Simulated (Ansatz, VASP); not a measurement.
**HfO2 in VASP and in Ansatz**

Contents of INCAR:

```
SYSTEM = HfO2
PREC     = Accurate       ! precision mode
ENCUT    = 600            ! plane-wave cutoff, eV
EDIFF    = 1E-6           ! SCF threshold, eV
ISMEAR   = 0              ! smearing method
SIGMA    = 0.1            ! smearing width, eV
LREAL    = .FALSE.        ! projectors in reciprocal space
LASPH    = .TRUE.         ! aspherical terms in the spheres
NELM     = 100            ! most SCF steps
ALGO     = Normal         ! electronic algorithm
ISIF     = 3              ! what is computed and relaxed
LWAVE    = .FALSE.        ! write WAVECAR
LCHARG   = .FALSE.        ! write CHGCAR
GGA      = PE             ! functional
IBRION   = 2              ! ionic algorithm
NSW      = 100            ! ionic steps
EDIFFG   = -0.05          ! ionic threshold
```

Contents of KPOINTS:

```
Automatic mesh
0
G
  6 6 4
  0 0 0
```

File POSCAR:

```
HfO2
1.0
    3.5677846671     -0.0543140379      0.0587322141
    0.0054912882      3.5442448160      0.0721947818
   -0.0023473025     -0.0750270889      5.1509033877
Hf O
2 4
Direct
    0.5285078671      0.4921427514      0.5003807546
    0.0068720754     -0.0133038574      0.0000239632
   -0.0000150149      0.4704095316      0.7090139741
    0.5101263955     -0.0105468057      0.8008019476
    0.5085210224     -0.0044073355      0.2999759298
   -0.0245064674      0.5093520624      0.1986450520
```

Input for Ansatz:

```yaml
crystal:
  lattice:
    - [3.5677846671, -0.0543140379, 0.0587322141]
    - [0.0054912882, 3.544244816, 0.0721947818]
    - [-0.0023473025, -0.0750270889, 5.1509033877]
  atoms:
    - { symbol: Hf, position: [0.5285078671, 0.4921427514, 0.5003807546] }
    - { symbol: Hf, position: [0.0068720754, -0.0133038574, 2.39632e-05] }
    - { symbol: O, position: [-1.50149e-05, 0.4704095316, 0.7090139741] }
    - { symbol: O, position: [0.5101263955, -0.0105468057, 0.8008019476] }
    - { symbol: O, position: [0.5085210224, -0.0044073355, 0.2999759298] }
    - { symbol: O, position: [-0.0245064674, 0.5093520624, 0.198645052] }
basis:
  ecutwfc: 420
kpoints:
  mp_grid: { grid: [6, 6, 4] }
hamiltonian:
  xc: pbe
scf:
  occupations: { method: gaussian, width: 0.1 }
output:
  forces: true
  stress: true
  eigenvalues: true
relax:
  adjacent_minimum: "off"
  f_tol: 0.05
  max_steps: 80
  cell: { stress_tol: 0.5 }
```

Alike in both runs: task relaxation of cell and atoms; functional PBE; k mesh 6 × 6 × 4; occupations gaussian, width 0.1 eV; no spin polarisation.

|  | VASP | Ansatz |
| --- | --- | --- |
| version | VASP 6.6.1 | Ansatz 0.2.0 |
| potentials or method | VASP PAW PBE potentials, release 64 (Hf_pv, O), cutoff 600 eV | scalar-relativistic, plane waves, PAW |
| valence electrons in the cell | 44 | 76 |

Ansatz gave:

* gap on the k mesh at the Fermi level, each at its own relaxed structure (eV): 4.67
* relaxed volume (Å³/atom): 11.40
* relaxed cell length with the largest relative difference (Å): 5.265

Question: Which values does VASP return?

Answer: gap on the k mesh at the Fermi level, each at its own relaxed structure (eV): 4.68; relaxed volume (Å³/atom): 11.22; relaxed cell length with the largest relative difference (Å): 5.227.

VASP's potentials hold 44 valence electrons a cell and Ansatz's 76, so a difference there can come from the potentials and not from the codes.

Spin-orbit coupling is off throughout.
